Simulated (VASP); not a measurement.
# Ag (P6_3/mmc) in VASP: a series of runs

Runs on Ag. Level: PBEsol. Tasks: single point.

Everything below comes from runs of VASP 6.6.1. Logs are shortened: lines on timing, memory, paths and dates and some standing lists are left out, and cuts for length are marked.

### Step 1. The cell of the first run

The structure is hexagonal, space group P6_3/mmc (No. 194). The conventional cell has a = 2.982 Å, b = 2.982 Å, c = 4.691 Å, α = 90.00°, β = 90.00°, γ = 120.00°. Within 3.8 Å of Ag (site symmetry -6m2) lie 12 Ag at 2.91 to 2.98 Å.

This isn't the form of Ag at room conditions, which is fcc.

### Step 2. Single point, PBEsol (strain +0.040 along x and y, +0.000 along z)

File INCAR:

```
ALGO = Fast ; EDIFF = 1E-6
ENCUT = 520 ; GGA = PS
ISIF = 2 ; ISMEAR = 0
LASPH = T ; LCHARG = T
LELF = T ; LREAL = F
LVHAR = T ; LWAVE = F
NBANDS = 18 ; NELM = 60
PREC = Accurate ; SIGMA = 0.15
```

File KPOINTS:

```
k-points
0
Gamma
  24 24 14
```

File POSCAR:

```
Ag
1.0
    2.9817451752      0.0000000000      0.0000000000
   -1.4908725876      2.5822670693      0.0000000000
    0.0000000000      0.0000000000      4.6907149289
Ag
2
Direct
    0.3333333333      0.6666666667      0.2500000000
    0.6666666667      0.3333333333      0.7500000000
```

Potentials or basis: VASP PAW PBE potentials, release 64 (Ag).

Run with:

```
$ cat potpaw_PBE.64/Ag/POTCAR > POTCAR
$ mpirun -np 1 vasp_std > vasp.out
```

OUTCAR:

```text
EDIFF = 1E-6
   ENCUT = 520
   GGA = PS
   ISIF = 2
   ISMEAR = 0
   LASPH = T
   LREAL = F
   NELM = 60
   PREC = Accurate

 ion  position               nearest neighbor table
   1  0.333  0.667  0.250-   2 2.91   2 2.91   2 2.91   2 2.91   2 2.91   2 2.91
   2  0.667  0.333  0.750-   1 2.91   1 2.91   1 2.91   1 2.91   1 2.91   1 2.91

  LATTYP: Found a hexagonal cell.
 ALAT       =     2.9817451752
 C/A-ratio  =     1.5731441331

  Lattice vectors:

 A1 = (   2.9817451752,   0.0000000000,   0.0000000000)
 A2 = (  -1.4908725876,   2.5822670693,   0.0000000000)
 A3 = (   0.0000000000,   0.0000000000,   4.6907149289)

Analysis of symmetry for initial positions (statically):
=====================================================================
 Subroutine PRICEL returns:
 Original cell was already a primitive cell.

 Routine SETGRP: Setting up the symmetry group for a
 hexagonal supercell.

 Subroutine GETGRP returns: Found 24 space group operations
 (whereof 12 operations were pure point group operations)
 out of a pool of 24 trial point group operations.

The static configuration has the point symmetry D_3d.
 The point group associated with its full space group is D_6h.

Analysis of symmetry for dynamics (positions and initial velocities):
=====================================================================
 Subroutine PRICEL returns:
 Original cell was already a primitive cell.

 Routine SETGRP: Setting up the symmetry group for a
 hexagonal supercell.

 Subroutine GETGRP returns: Found 24 space group operations
 (whereof 12 operations were pure point group operations)
 out of a pool of 24 trial point group operations.

The dynamic configuration has the point symmetry D_3d.
 The point group associated with its full space group is D_6h.

 Subroutine INISYM returns: Found 24 space group operations
 (whereof 12 operations are pure point group operations),
 and found     1 'primitive' translations

----------------------------------------------------------------------------------------

                                     Primitive cell

  volume of cell :      36.1169

  direct lattice vectors                    reciprocal lattice vectors
     2.981745175  0.000000000  0.000000000     0.335374065  0.193628307  0.000000000
    -1.490872588  2.582267069  0.000000000     0.000000000  0.387256613  0.000000000
     0.000000000  0.000000000  4.690714929     0.000000000  0.000000000  0.213187119

  length of vectors
     2.981745175  2.981745175  4.690714929     0.387256613  0.387256613  0.213187119
[... 81 lines left out ...]
   EDIFF  = 0.1E-05   stopping-criterion for ELM
   LREAL  =      F    real-space projection
   EDIFFG = 0.1E-04   stopping-criterion for IOM
   NSW    =      0    number of steps for IOM
   IBRION =     -1    ionic relax: 0-MD 1-quasi-New 2-CG
   NFREE  =      0    steps in history (QN), initial steepest desc. (CG)
   ISIF   =      2    stress and relaxation
   ISYM   =      2    0-nonsym 1-usesym 2-fastsym
   POTIM  = 0.5000    time-step for ionic-motion
   TEBEG  =    0.0;   TEEND  =   0.0 temperature during run
   PSTRESS=    0.0 pullay stress
   NELECT =      22.0000    total number of electrons
   NUPDOWN=      -1.0000    fix difference up-down
   EMIN   =  10.00;   EMAX   =-10.00  energy-range for DOS
   EFERMI =   0.00;   METHOD = LEGACY
   ISMEAR =     0;   SIGMA  =   0.15  broadening in eV -4-tet -1-fermi 0-gaus
   EFERMI_NEDOS =   21; number of points for ismear=-14 and -15
   IALGO  =     68    algorithm
   IMIX   =      4    mixing-type and parameters
     AMIX     =   0.40;   BMIX     =  1.00
     AMIX_MAG =   1.60;   BMIX_MAG =  1.00
  volume/ion in A,a.u.               =      18.06       121.86
  Fermi-wavevector in a.u.,A,eV,Ry     =   1.387753  2.622473 26.202891  1.925858
  Thomas-Fermi vector in A             =   2.511944
   LORBIT       =      0    0 simple, 1 ext, 2 COOP (PROOUT), +10 PAW based schemes
   GGA     = PS    functional components
   LHFCALC =     F    Hartree Fock is set to
   AEXX    =    0.0000 exact exchange contribution
   IVDW    =     0    specifies the selected vdW correction
   LEPSILON=     F    determine dielectric tensor
   LRPA    =     F    only Hartree local field effects (RPA)
 non-spin polarized calculation
 RMM-DIIS sequential band-by-band and
 Gauss-broadening in eV      SIGMA  =   0.15
  energy-cutoff  :      520.00
  volume of cell :       36.12
 maximum number of plane-waves:      1014
 NGX is ok and might be reduce to    24
   NGX = 11   NGY = 11   NGZ = 17

 number of electron      22.0000006 magnetization

 Free energy of the ion-electron system (eV)
  ---------------------------------------------------
  ext. energy  EPLUGINS =         0.00000000
  ---------------------------------------------------
  free energy    TOTEN  =        -6.52858070 eV

  energy without entropy =       -6.52171941  energy(sigma->0) =       -6.52515005

 E-fermi :   7.4817     XC(G=0): -12.0704

 val. band max:        7.4772301855   @ k =   0.3333   0.1667   0.3571
 cond. band min:       7.4858004982   @ k =   0.2917   0.2500   0.0000
 fundamental gap:      0.0085703127
 Fermi energy:         7.4816939176

 k-point     1 :       0.0000    0.0000    0.0000
  band No.  band energies     occupation
      1       0.0433      2.00000
      2       1.4411      2.00000
      3       2.9773      2.00000
      4       2.9773      2.00000
      5       3.0331      2.00000
      6       3.2244      2.00000
[... 481 lines left out ...]
      5       3.2669      2.00000
      6       3.4407      2.00000
[... 10 lines left out ...]
     17      17.7501      0.00000
     18      22.8231      0.00000

 [... further k-points ...]

------------------------ aborting loop because EDIFF is reached ----------------------------------------

  FORCE on cell =-STRESS in cart. coord.  units (eV):
  Direction    XX          YY          ZZ          XY          YZ          ZX
  --------------------------------------------------------------------------------------
  -------------------------------------------------------------------------------------
  Total       -1.9187667     -1.9187667     -1.1867454      0.0000000      0.0000000      0.0000000
  in kB      -85.1181208    -85.1181208    -52.6450364      0.0000000      0.0000000      0.0000000
  external PRESSURE =     -74.2937593 kB  Pullay stress =       0.0000000 kB

 VOLUME and BASIS-vectors are now :
 -----------------------------------------------------------------------------
  energy-cutoff  :      520.00
  volume of cell :       36.12
      direct lattice vectors                 reciprocal lattice vectors
     2.981745175  0.000000000  0.000000000     0.335374065  0.193628307  0.000000000
    -1.490872588  2.582267069  0.000000000     0.000000000  0.387256613  0.000000000
     0.000000000  0.000000000  4.690714929     0.000000000  0.000000000  0.213187119

 POSITION                                       TOTAL-FORCE (eV/Angst)
 -----------------------------------------------------------------------------------
     -0.00000      1.72151      1.17268         0.000000      0.000000      0.000000
      1.49087      0.86076      3.51804        -0.000000     -0.000000      0.000000
 -----------------------------------------------------------------------------------
    total drift:                               -0.000000      0.000000     -0.000000

  FREE ENERGIE OF THE ION-ELECTRON SYSTEM (eV)
  ---------------------------------------------------
  free  energy   TOTEN  =        -6.5285806975 eV

  energy  without entropy=       -6.5217194051  energy(sigma->0) =       -6.52515005
```

stdout:

```text
POSCAR found type information on POSCAR Ag
 POSCAR found :  1 types and       2 ions
 scaLAPACK will be used
 -----------------------------------------------------------------------------
|                                                                             |
|                                                                             |
|     You enforced a specific xc type in the INCAR file but a different       |
|     I HOPE YOU KNOW WHAT YOU ARE DOING!                                     |
|                                                                             |
 -----------------------------------------------------------------------------

 LDA part: xc-table for (Slater+PW92), standard interpolation
 POSCAR, INCAR and KPOINTS ok, starting setup
 FFT: planning ... GRIDC
 FFT: planning ... GRID_SOFT
 FFT: planning ... GRID
 WAVECAR not read
 entering main loop
```

Wall time 1.8 min (1 thread of Intel Xeon 6975P-C (Granite Rapids), shared host); peak memory 0.36 GiB.

What came out:

```yaml
Free_energy: -6.5286 eV
Pressure: -7.4 GPa
Band_gap_on_the_k_mesh: zero (bands 11 and 12 overlap by 7.05 eV)
```

Stress tensor (GPa, compression positive):
```
-8.51  0.00  0.00
 0.00 -8.51  0.00
 0.00  0.00 -5.26
```

Caveat: the cell differs from its parent crystal (strain +0.040 along x and y, +0.000 along z); the cell stands under tension; the PAW data sets were made with another functional, which shifts forces and pressure a little.

### Step 3. Single point, PBEsol (strain +0.080 along x and y, -0.040 along z)

File INCAR:

```
SYSTEM = Ag
  PREC = Accurate
  ENCUT = 520
  EDIFF = 1E-6
  ISMEAR = 0
  SIGMA = 0.15
  LREAL = .FALSE.
  LASPH = .TRUE.
  NELM = 60
  ALGO = Fast
  ISIF = 2
  LWAVE = .FALSE.
  LCHARG = .FALSE.
  GGA = PS
  NBANDS = 18
```

File KPOINTS:

```
Automatic mesh
0
G
  24 24 14
  0 0 0
```

File POSCAR:

```
Ag
1.0
    3.0964276819      0.0000000000      0.0000000000
   -1.5482138409      2.6815850335      0.0000000000
    0.0000000000      0.0000000000      4.5030863317
Ag
2
Direct
    0.3333333333      0.6666666667      0.2500000000
    0.6666666667      0.3333333333      0.7500000000
```

Potentials or basis: VASP PAW PBE potentials, release 64 (Ag).

Run with:

```
$ cat potpaw_PBE.64/Ag/POTCAR > POTCAR
$ mpirun -np 1 vasp_std > vasp.out
```

It took 98 s on 1 thread of Intel Xeon 6975P-C (Granite Rapids), shared host; peak memory 0.36 GiB.

Results (log left out):

```
Free energy            : -6.4068 eV
Pressure               : -8.5 GPa
Band gap on the k mesh : zero (bands 11 and 12 overlap by 6.58 eV)
```

Stress tensor (GPa, compression positive):
```
-10.56   0.00   0.00
  0.00 -10.56   0.00
  0.00   0.00  -4.36
```

Levels at points of the mesh, in eV from the Fermi level:
```tsv
k point	band 9	band 10	band 11	band 12	band 13	band 14
(0.00, 0.00, 0.00)	-4.03	-2.97	-2.97	0.69	4.65	14.48
(0.50, 0.00, 0.00)	-2.93	-2.66	-0.24	0.80	7.29	7.29
(0.00, 0.00, 0.50)	-3.21	-3.21	-3.21	-3.21	12.92	12.92
(0.50, 0.00, 0.50)	-2.99	-2.99	0.71	0.71	3.88	3.88
```

Caveat: the cell differs from its parent crystal (strain +0.080 along x and y, -0.040 along z); the stress differs along the axes, from -11 to -4 GPa; the PAW data sets were made with another functional, which shifts forces and pressure a little.

The gap in the log of VASP goes by the Fermi energy; the results here count the filled bands.